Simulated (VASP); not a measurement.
# SnSe in VASP: a series of runs

Runs on SnSe. Level: PBE. Tasks: single point, relaxation of cell and atoms.

All numbers are computed with VASP 6.6.1; they aren't measurements. Logs are shortened: lines on timing, memory, paths and dates and some standing lists are left out, and cuts for length are marked.

### Step 1. The cell of the first run

The cell holds a slab with vacuum, 4 atoms: a = 4.314 Å, b = 4.314 Å, c = 10.989 Å, α = 90.00°, β = 90.00°, γ = 90.00°.

### Step 2. Single point, PBE

The input, INCAR:

```
SYSTEM = SnSe
PREC = Accurate
ENCUT = 520
EDIFF = 1E-6
ISMEAR = -1
SIGMA = 0.05
LREAL = .FALSE.
LASPH = .TRUE.
NELM = 100
ALGO = Normal
ISIF = 2
LWAVE = .FALSE.
LCHARG = .FALSE.
GGA = PE
NBANDS = 28
```

The input, KPOINTS:

```
Automatic mesh
0
G
  6 6 3
  0 0 0
```

The input, POSCAR:

```
SnSe
1.0
    4.3138855150      0.0000000000      0.0000000000
    0.0000000000      4.3138855150      0.0000000000
    0.0000000000      0.0000000000     10.9885877635
Sn Se
2 2
Direct
    0.0000000000      0.5000000000      0.6232938569
    0.5000000000      0.0000000000      0.3767061431
    0.0000000000      0.5000000000      0.3760045972
    0.5000000000      0.0000000000      0.6239954028
```

Potentials or basis: VASP PAW PBE potentials, release 64 (Sn_d, Se).

Started as:

```bash
$ cat potpaw_PBE.64/Sn_d/POTCAR potpaw_PBE.64/Se/POTCAR > POTCAR
$ mpirun -np 1 vasp_std > vasp.out
```

OUTCAR:

```text
SYSTEM = SnSe
   PREC = Accurate
   ENCUT = 520
   EDIFF = 1E-6
   ISMEAR = -1
   LREAL = .FALSE.
   LASPH = .TRUE.
   NELM = 100
   ISIF = 2
   GGA = PE

 ion  position               nearest neighbor table
   1  0.000  0.500  0.623-   3 2.72   4 3.05   4 3.05   4 3.05   4 3.05
   2  0.500  0.000  0.377-   4 2.72   3 3.05   3 3.05   3 3.05   3 3.05
   3  0.000  0.500  0.376-   1 2.72   2 3.05   2 3.05   2 3.05   2 3.05
   4  0.500  0.000  0.624-   2 2.72   1 3.05   1 3.05   1 3.05   1 3.05

  LATTYP: Found a simple tetragonal cell.
 ALAT       =     4.3138855150
 C/A-ratio  =     2.5472599413

  Lattice vectors:

 A1 = (   4.3138855150,   0.0000000000,   0.0000000000)
 A2 = (   0.0000000000,   4.3138855150,   0.0000000000)
 A3 = (   0.0000000000,   0.0000000000,  10.9885877635)

Analysis of symmetry for initial positions (statically):
=====================================================================
 Subroutine PRICEL returns:
 Original cell was already a primitive cell.

 Routine SETGRP: Setting up the symmetry group for a
 simple tetragonal supercell.

 Subroutine GETGRP returns: Found 16 space group operations
 (whereof  8 operations were pure point group operations)
 out of a pool of 16 trial point group operations.

The static configuration has the point symmetry D_2d.
 The point group associated with its full space group is D_4h.

Analysis of symmetry for dynamics (positions and initial velocities):
=====================================================================
 Subroutine PRICEL returns:
 Original cell was already a primitive cell.

 Routine SETGRP: Setting up the symmetry group for a
 simple tetragonal supercell.

 Subroutine GETGRP returns: Found 16 space group operations
 (whereof  8 operations were pure point group operations)
 out of a pool of 16 trial point group operations.

The dynamic configuration has the point symmetry D_2d.
 The point group associated with its full space group is D_4h.

 Subroutine INISYM returns: Found 16 space group operations
 (whereof  8 operations are pure point group operations),
 and found     1 'primitive' translations

----------------------------------------------------------------------------------------

                                     Primitive cell

  volume of cell :     204.4933

  direct lattice vectors                    reciprocal lattice vectors
     4.313885515  0.000000000  0.000000000     0.231809582  0.000000000  0.000000000
     0.000000000  4.313885515  0.000000000     0.000000000  0.231809582  0.000000000
     0.000000000  0.000000000 10.988587763     0.000000000  0.000000000  0.091003505

  length of vectors
     4.313885515  4.313885515 10.988587763     0.231809582  0.231809582  0.091003505

  position of ions in fractional coordinates (direct lattice)
     0.000000000  0.500000000  0.623293857
     0.500000000  0.000000000  0.376706143
     0.000000000  0.500000000  0.376004597
     0.500000000  0.000000000  0.623995403

  ion indices of the primitive-cell ions
   primitive index   ion index
                 1           1
                 2           2
                 3           3
                 4           4

----------------------------------------------------------------------------------------

 KPOINTS: Automatic mesh

Automatic generation of k-mesh.
 Grid dimensions read from file:
 generate k-points for:    6    6    3

 Generating k-lattice:

  Cartesian coordinates                     Fractional coordinates (reciprocal lattice)
     0.038634930  0.000000000  0.000000000     0.166666667  0.000000000  0.000000000
     0.000000000  0.038634930  0.000000000     0.000000000  0.166666667  0.000000000
     0.000000000  0.000000000  0.030334502     0.000000000  0.000000000  0.333333333

  Length of vectors
     0.038634930  0.038634930  0.030334502

  Shift w.r.t. Gamma in fractional coordinates (k-lattice)
     0.000000000  0.000000000  0.000000000

 Subroutine IBZKPT returns following result:
 ===========================================

 Found     20 irreducible k-points:

 Following reciprocal coordinates:
            Coordinates               Weight
  0.000000  0.000000  0.000000      1.000000
  0.166667  0.000000  0.000000      4.000000
  0.333333  0.000000  0.000000      4.000000
  0.500000  0.000000  0.000000      2.000000
  0.166667  0.166667  0.000000      4.000000
  0.333333  0.166667  0.000000      8.000000
[... 12 lines left out ...]
  0.500000  0.333333  0.333333      8.000000
  0.500000  0.500000  0.333333      2.000000
   k-points           NKPTS =     20   k-points in BZ     NKDIM =     20   number of bands    NBANDS=     28
   number of dos      NEDOS =    301   number of ions     NIONS =      4
   total plane-waves  NPLWV =  86016
   dimension x,y,z NGX =    32 NGY =   32 NGZ =   84
   dimension x,y,z NGXF=    64 NGYF=   64 NGZF=  168
   ions per type =               2   2
   NGX,Y,Z   is equivalent  to a cutoff of  12.33, 12.33, 12.71 a.u.
   NGXF,Y,Z  is equivalent  to a cutoff of  24.66, 24.66, 25.42 a.u.
 SYSTEM =  SnSe
   PREC   = accura    normal or accurate (medium, high low for compatibility)
   ISTART =      0    job   : 0-new  1-cont  2-samecut
   ICHARG =      2    charge: 1-file 2-atom 10-const
   ISPIN  =      1    spin polarized calculation?
   LNONCOLLINEAR =      F non collinear calculations
   LSORBIT =      F    spin-orbit coupling
   LASPH  =      T    aspherical Exc in radial PAW
   ENCUT  =  520.0 eV  38.22 Ry    6.18 a.u.   8.02  8.02 20.43*2*pi/ulx,y,z
   NELM   =    100;   NELMIN=  2; NELMDL= -5     # of ELM steps
   EDIFF  = 0.1E-05   stopping-criterion for ELM
   LREAL  =      F    real-space projection
[... 7 lines left out ...]
   TEBEG  =    0.0;   TEEND  =   0.0 temperature during run
   PSTRESS=    0.0 pullay stress
   NELECT =      40.0000    total number of electrons
   NUPDOWN=      -1.0000    fix difference up-down
   EMIN   =  10.00;   EMAX   =-10.00  energy-range for DOS
   EFERMI =   0.00;   METHOD = LEGACY
   ISMEAR =    -1;   SIGMA  =   0.05  broadening in eV -4-tet -1-fermi 0-gaus
   EFERMI_NEDOS =   21; number of points for ismear=-14 and -15
   IALGO  =     38    algorithm
   IMIX   =      4    mixing-type and parameters
     AMIX     =   0.40;   BMIX     =  1.00
     AMIX_MAG =   1.60;   BMIX_MAG =  1.00
  volume/ion in A,a.u.               =      51.12       345.00
  Fermi-wavevector in a.u.,A,eV,Ry     =   0.950317  1.795839 12.287452  0.903102
  Thomas-Fermi vector in A             =   2.078682
   LORBIT       =      0    0 simple, 1 ext, 2 COOP (PROOUT), +10 PAW based schemes
   GGA     = PE    functional components
   LHFCALC =     F    Hartree Fock is set to
   AEXX    =    0.0000 exact exchange contribution
   IVDW    =     0    specifies the selected vdW correction
   LEPSILON=     F    determine dielectric tensor
   LRPA    =     F    only Hartree local field effects (RPA)
 non-spin polarized calculation
  energy-cutoff  :      520.00
  volume of cell :      204.49
 maximum number of plane-waves:      5572
   NGX = 17   NGY = 17   NGZ = 41

 number of electron      40.0000016 magnetization

 Free energy of the ion-electron system (eV)
  ---------------------------------------------------
  ext. energy  EPLUGINS =         0.00000000
  ---------------------------------------------------
  free energy    TOTEN  =       -16.26987786 eV

  energy without entropy =      -16.26987771  energy(sigma->0) =      -16.26987779

 E-fermi :   1.2793     XC(G=0):  -6.0261

 val. band max:        0.5218560178   @ k =   0.3333   0.0000   0.3333
 cond. band min:       2.0334340573   @ k =   0.5000   0.0000   0.0000
 fundamental gap:      1.5115780395
 Fermi energy:         1.2793489865

 k-point     1 :       0.0000    0.0000    0.0000
  band No.  band energies     occupation
      1     -20.5673      2.00000
      2     -20.5610      2.00000
      3     -20.5589      2.00000
      4     -20.5553      2.00000
      5     -20.5505      2.00000
      6     -20.5283      2.00000
[... 20 lines left out ...]
     27       6.0348      0.00000
     28       6.0348      0.00000

 k-point     2 :       0.1667    0.0000    0.0000
  band No.  band energies     occupation
      1     -20.5650      2.00000
      2     -20.5603      2.00000
      3     -20.5594      2.00000
      4     -20.5533      2.00000
      5     -20.5519      2.00000
      6     -20.5280      2.00000
[... 20 lines left out ...]
     27       5.5219      0.00000
     28       5.8099      0.00000

 k-point     3 :       0.3333    0.0000    0.0000
  band No.  band energies     occupation
      1     -20.5626      2.00000
      2     -20.5606      2.00000
      3     -20.5588      2.00000
      4     -20.5570      2.00000
      5     -20.5433      2.00000
      6     -20.5299      2.00000
[... 20 lines left out ...]
     27       5.3217      0.00000
     28       7.0273      0.00000

 k-point     4 :       0.5000    0.0000    0.0000
  band No.  band energies     occupation
      1     -20.5626      2.00000
      2     -20.5626      2.00000
      3     -20.5572      2.00000
      4     -20.5572      2.00000
      5     -20.5349      2.00000
      6     -20.5349      2.00000
[... 454 lines left out ...]
     27       6.3495      0.00000
     28       6.4113      0.00000

 k-point    19 :       0.5000    0.3333    0.3333
  band No.  band energies     occupation
      1     -20.5740      2.00000
      2     -20.5740      2.00000
      3     -20.5492      2.00000
      4     -20.5492      2.00000
      5     -20.5325      2.00000
      6     -20.5325      2.00000
[... 20 lines left out ...]
     27       6.1413      0.00000
     28       6.1413      0.00000

 k-point    20 :       0.5000    0.5000    0.3333
  band No.  band energies     occupation
      1     -20.5774      2.00000
      2     -20.5774      2.00000
      3     -20.5468      2.00000
      4     -20.5468      2.00000
      5     -20.5335      2.00000
      6     -20.5335      2.00000
[... 20 lines left out ...]
     27       6.8136      0.00000
     28       6.8136      0.00000

------------------------ aborting loop because EDIFF is reached ----------------------------------------

  FORCE on cell =-STRESS in cart. coord.  units (eV):
  Direction    XX          YY          ZZ          XY          YZ          ZX
  --------------------------------------------------------------------------------------
  -------------------------------------------------------------------------------------
  Total        0.0328171      0.0328171      0.0518088      0.0000000      0.0000000      0.0000000
  in kB        0.2571174      0.2571174      0.4059150      0.0000000      0.0000000      0.0000000
  external PRESSURE =       0.3067166 kB  Pullay stress =       0.0000000 kB

 VOLUME and BASIS-vectors are now :
 -----------------------------------------------------------------------------
  energy-cutoff  :      520.00
  volume of cell :      204.49
      direct lattice vectors                 reciprocal lattice vectors
     4.313885515  0.000000000  0.000000000     0.231809582  0.000000000  0.000000000
     0.000000000  4.313885515  0.000000000     0.000000000  0.231809582  0.000000000
     0.000000000  0.000000000 10.988587763     0.000000000  0.000000000  0.091003505

 POSITION                                       TOTAL-FORCE (eV/Angst)
 -----------------------------------------------------------------------------------
      0.00000      2.15694      6.84912         0.000000      0.000000      0.017937
      2.15694      0.00000      4.13947         0.000000      0.000000     -0.017937
      0.00000      2.15694      4.13176         0.000000      0.000000     -0.010075
      2.15694      0.00000      6.85683         0.000000      0.000000      0.010075
 -----------------------------------------------------------------------------------
    total drift:                                0.000000      0.000000      0.000000

  FREE ENERGIE OF THE ION-ELECTRON SYSTEM (eV)
  ---------------------------------------------------
  free  energy   TOTEN  =       -16.2698778649 eV

  energy  without entropy=      -16.2698777089  energy(sigma->0) =      -16.26987779
```

Run time: 76 s. Hardware: 1 thread of Intel Xeon Platinum 8259CL at 2.50GHz (Skylake/Cascade Lake), shared host; peak memory 0.33 GiB.

What came out:

| Item | Value |
| --- | --- |
| Free energy | -16.2699 eV |
| Largest force | 0.018 eV/Å |
| Band gap on the k mesh | 1.51 eV (least direct gap 1.56 eV) |

Forces on the atoms (eV/Å):
```
Sn   0.000  0.000  0.018
Sn   0.000  0.000 -0.018
Se   0.000  0.000 -0.010
Se   0.000  0.000  0.010
```

Levels at points of the mesh, in eV from the valence-band top:
```tsv
k point	band 16	band 17	band 18	band 19	band 20	band 21	band 22	band 23	band 24	band 25
(0.00, 0.00, 0.00)	-2.87	-2.87	-1.66	-1.66	-0.48	1.87	3.75	3.90	4.54	4.54
(0.50, 0.00, 0.00)	-2.21	-1.42	-1.42	-0.05	-0.05	1.51	1.51	2.10	2.10	3.03
(0.50, 0.50, 0.00)	-4.57	-3.12	-3.12	-1.62	-1.62	3.64	3.64	4.74	4.74	5.22
```

Caveat: there is no dipole correction, which matters where the two faces differ; spin-orbit coupling is left out, which moves the levels of the heavy elements.

(Part 1 of 2 ends here.)
